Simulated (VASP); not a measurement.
# Nb (P6/mmm) in VASP: single point with r2SCAN

Aim: the single point of Nb with r2SCAN.

Program: VASP 6.6.1. These are calculated values, not measurements. Logs are shortened: lines on timing, memory, paths and dates and some standing lists are left out, and cuts for length are marked.

## 1. The cell of the first run

The structure is hexagonal, space group P6/mmm (No. 191). The conventional cell has a = 4.885 Å, b = 4.885 Å, c = 2.666 Å, α = 90.00°, β = 90.00°, γ = 120.00°. Nb (site symmetry 6/mmm) has 14 Nb at 2.67 to 3.12 Å within 3.5 Å. Within 3.5 Å of Nb (site symmetry -6m2) lie 11 Nb at 2.67 to 3.12 Å.

This isn't the form of Nb at room conditions, which is bcc.

## 2. Single point, r2SCAN

The input, POSCAR:

```
Nb
1.0
    4.8850421508      0.0000000000      0.0000000000
   -2.4425210754      4.2305706012      0.0000000000
    0.0000000000      0.0000000000      2.6655348363
Nb
3
Direct
    0.0000000000      0.0000000000      0.0000000000
    0.3333333333      0.6666666667      0.5000000000
    0.6666666667      0.3333333333      0.5000000000
```

The input, INCAR.step1:

```
  PREC = Accurate
  ENCUT = 520
  ISMEAR = 0
  SIGMA = 0.1
  LREAL = F
  LASPH = T
  NELM = 100
  NBANDS = 26
  GGA = PE
  ALGO = Normal
  EDIFF = 1E-4
  LWAVE = T
  LCHARG = F
```

The input, INCAR.step2:

```
  PREC = Accurate
  ENCUT = 520
  EDIFF = 1E-6
  ISMEAR = 0
  SIGMA = 0.1
  LREAL = F
  LASPH = T
  NELM = 100
  ALGO = Normal
  ISIF = 2
  LWAVE = F
  LCHARG = T
  METAGGA = R2SCAN
  LMIXTAU = T
  LELF = T
  LVHAR = T
  NBANDS = 26
  ISTART = 1
```

The input, KPOINTS:

```
Automatic mesh
0
Gamma
  12 12 18
```

Potentials or basis: VASP PAW PBE potentials, release 64 (Nb_sv).

Started as:

```
> cat potpaw_PBE.64/Nb_sv/POTCAR > POTCAR
> cp INCAR.step1 INCAR
> mpirun -np 1 vasp_std > vasp.out
> cp INCAR.step2 INCAR
> mpirun -np 1 vasp_std > vasp.out
```

OUTCAR:

```text
PREC = Accurate
   ENCUT = 520
   EDIFF = 1E-6
   ISMEAR = 0
   LREAL = F
   LASPH = T
   NELM = 100
   ISIF = 2
   METAGGA = R2SCAN
   ISTART = 1

 ion  position               nearest neighbor table
   1  0.000  0.000  0.000-
   2  0.333  0.667  0.500-   3 2.82   3 2.82   3 2.82
   3  0.667  0.333  0.500-   2 2.82   2 2.82   2 2.82

  LATTYP: Found a hexagonal cell.
 ALAT       =     4.8850421508
 C/A-ratio  =     0.5456523719

  Lattice vectors:

 A1 = (   4.8850421508,   0.0000000000,   0.0000000000)
 A2 = (  -2.4425210754,   4.2305706012,   0.0000000000)
 A3 = (   0.0000000000,   0.0000000000,   2.6655348363)

Analysis of symmetry for initial positions (statically):
=====================================================================
 Subroutine PRICEL returns:
 Original cell was already a primitive cell.

 Routine SETGRP: Setting up the symmetry group for a
 hexagonal supercell.

 Subroutine GETGRP returns: Found 24 space group operations
 (whereof 24 operations were pure point group operations)
 out of a pool of 24 trial point group operations.

The static configuration has the point symmetry D_6h.

Analysis of symmetry for dynamics (positions and initial velocities):
=====================================================================
 Subroutine PRICEL returns:
 Original cell was already a primitive cell.

 Routine SETGRP: Setting up the symmetry group for a
 hexagonal supercell.

 Subroutine GETGRP returns: Found 24 space group operations
 (whereof 24 operations were pure point group operations)
 out of a pool of 24 trial point group operations.

The dynamic configuration has the point symmetry D_6h.

 Subroutine INISYM returns: Found 24 space group operations
 (whereof 24 operations are pure point group operations),
 and found     1 'primitive' translations

----------------------------------------------------------------------------------------

                                     Primitive cell

  volume of cell :      55.0873

  direct lattice vectors                    reciprocal lattice vectors
     4.885042151  0.000000000  0.000000000     0.204706524  0.118187367  0.000000000
    -2.442521075  4.230570601  0.000000000     0.000000000  0.236374734  0.000000000
[... 80 lines left out ...]
   ICHARG =      0    charge: 1-file 2-atom 10-const
   ISPIN  =      1    spin polarized calculation?
   LNONCOLLINEAR =      F non collinear calculations
   LSORBIT =      F    spin-orbit coupling
   LASPH  =      T    aspherical Exc in radial PAW
   ENCUT  =  520.0 eV  38.22 Ry    6.18 a.u.   9.08  9.08  4.96*2*pi/ulx,y,z
   NELM   =    100;   NELMIN=  2; NELMDL=  0     # of ELM steps
   EDIFF  = 0.1E-05   stopping-criterion for ELM
   LREAL  =      F    real-space projection
   EDIFFG = 0.1E-04   stopping-criterion for IOM
   NSW    =      0    number of steps for IOM
   IBRION =     -1    ionic relax: 0-MD 1-quasi-New 2-CG
   NFREE  =      0    steps in history (QN), initial steepest desc. (CG)
   ISIF   =      2    stress and relaxation
   ISYM   =      2    0-nonsym 1-usesym 2-fastsym
   POTIM  = 0.5000    time-step for ionic-motion
   TEBEG  =    0.0;   TEEND  =   0.0 temperature during run
   PSTRESS=    0.0 pullay stress
   NELECT =      39.0000    total number of electrons
   NUPDOWN=      -1.0000    fix difference up-down
   EMIN   =  10.00;   EMAX   =-10.00  energy-range for DOS
   EFERMI =   0.00;   METHOD = LEGACY
   ISMEAR =     0;   SIGMA  =   0.10  broadening in eV -4-tet -1-fermi 0-gaus
   EFERMI_NEDOS =   21; number of points for ismear=-14 and -15
   IALGO  =     38    algorithm
   IMIX   =      4    mixing-type and parameters
     AMIX     =   0.40;   BMIX     =  1.00
     AMIX_MAG =   1.60;   BMIX_MAG =  1.00
  volume/ion in A,a.u.               =      18.36       123.92
  Fermi-wavevector in a.u.,A,eV,Ry     =   1.459080  2.757262 28.965647  2.128915
  Thomas-Fermi vector in A             =   2.575689
   LORBIT       =      0    0 simple, 1 ext, 2 COOP (PROOUT), +10 PAW based schemes
   METAGGA = R2SCAN    functional components
   LHFCALC =     F    Hartree Fock is set to
   AEXX    =    0.0000 exact exchange contribution
   IVDW    =     0    specifies the selected vdW correction
   LEPSILON=     F    determine dielectric tensor
   LRPA    =     F    only Hartree local field effects (RPA)
 non-spin polarized calculation
 Gauss-broadening in eV      SIGMA  =   0.10
  energy-cutoff  :      520.00
  volume of cell :       55.09
 maximum number of plane-waves:      1502
   NGX = 19   NGY = 19   NGZ =  9

 number of electron      39.0000008 magnetization

 Free energy of the ion-electron system (eV)
  ---------------------------------------------------
  ext. energy  EPLUGINS =         0.00000000
  ---------------------------------------------------
  free energy    TOTEN  =       -73.96517387 eV

  energy without entropy =      -73.95136527  energy(sigma->0) =      -73.95826957

 E-fermi :  11.0933     XC(G=0): -13.4833

 val. band max:       11.0928816266   @ k =   0.0833   0.0000   0.4444
 cond. band min:      11.1003396523   @ k =   0.2500   0.2500   0.0000
 fundamental gap:      0.0074580257
 Fermi energy:        11.0933232987

 k-point     1 :       0.0000    0.0000    0.0000
  band No.  band energies     occupation
      1     -45.3654      2.00000
      2     -45.1575      2.00000
      3     -45.1143      2.00000
      4     -20.9980      2.00000
      5     -20.9980      2.00000
      6     -20.7772      2.00000
[... 685 lines left out ...]
     25      15.2681      0.00000
     26      15.6909      0.00000

 [... further k-points ...]

------------------------ aborting loop because EDIFF is reached ----------------------------------------

  FORCE on cell =-STRESS in cart. coord.  units (eV):
  Direction    XX          YY          ZZ          XY          YZ          ZX
  --------------------------------------------------------------------------------------
  -------------------------------------------------------------------------------------
  Total       -0.0713870     -0.0713870     -0.0503368      0.0000000     -0.0000000      0.0000000
  in kB       -2.0762427     -2.0762427     -1.4640107      0.0000000     -0.0000000      0.0000000
  external PRESSURE =      -1.8721654 kB  Pullay stress =       0.0000000 kB

 VOLUME and BASIS-vectors are now :
 -----------------------------------------------------------------------------
  energy-cutoff  :      520.00
  volume of cell :       55.09
      direct lattice vectors                 reciprocal lattice vectors
     4.885042151  0.000000000  0.000000000     0.204706524  0.118187367  0.000000000
    -2.442521075  4.230570601  0.000000000     0.000000000  0.236374734  0.000000000
     0.000000000  0.000000000  2.665534836     0.000000000  0.000000000  0.375159231

 POSITION                                       TOTAL-FORCE (eV/Angst)
 -----------------------------------------------------------------------------------
      0.00000      0.00000      0.00000        -0.000000      0.000000      0.000000
     -0.00000      2.82038      1.33277        -0.000000      0.000000      0.000000
      2.44252      1.41019      1.33277         0.000000     -0.000000      0.000000
 -----------------------------------------------------------------------------------
    total drift:                                0.000000      0.000000     -0.000000

  FREE ENERGIE OF THE ION-ELECTRON SYSTEM (eV)
  ---------------------------------------------------
  free  energy   TOTEN  =       -73.9651738661 eV

  energy  without entropy=      -73.9513652664  energy(sigma->0) =      -73.95826957
```

OUTCAR.step1:

```text
PREC = Accurate
   ENCUT = 520
   ISMEAR = 0
   LREAL = F
[... 922 lines left out ...]
      0.00000      0.00000      0.00000        -0.000000      0.000000      0.000000
     -0.00000      2.82038      1.33277         0.000000      0.000000     -0.000000
      2.44252      1.41019      1.33277        -0.000000      0.000000      0.000000
 -----------------------------------------------------------------------------------
    total drift:                                0.000000      0.000000     -0.000000

  FREE ENERGIE OF THE ION-ELECTRON SYSTEM (eV)
  ---------------------------------------------------
  free  energy   TOTEN  =       -30.0563223782 eV

  energy  without entropy=      -30.0408584415  energy(sigma->0) =      -30.04859041
```

Wall time 8.4 min (1 thread of AMD EPYC 9R45 (Zen 5), shared host); peak memory 0.29 GiB.

What came out:

| Property | Result |
| --- | --- |
| Free energy | -73.9652 eV |
| Pressure | -0.2 GPa |
| Band gap on the k mesh | zero (an odd number of electrons rules out a gap without spin polarisation) |

Caveat: the PAW data sets were made with another functional, which shifts forces and pressure a little.
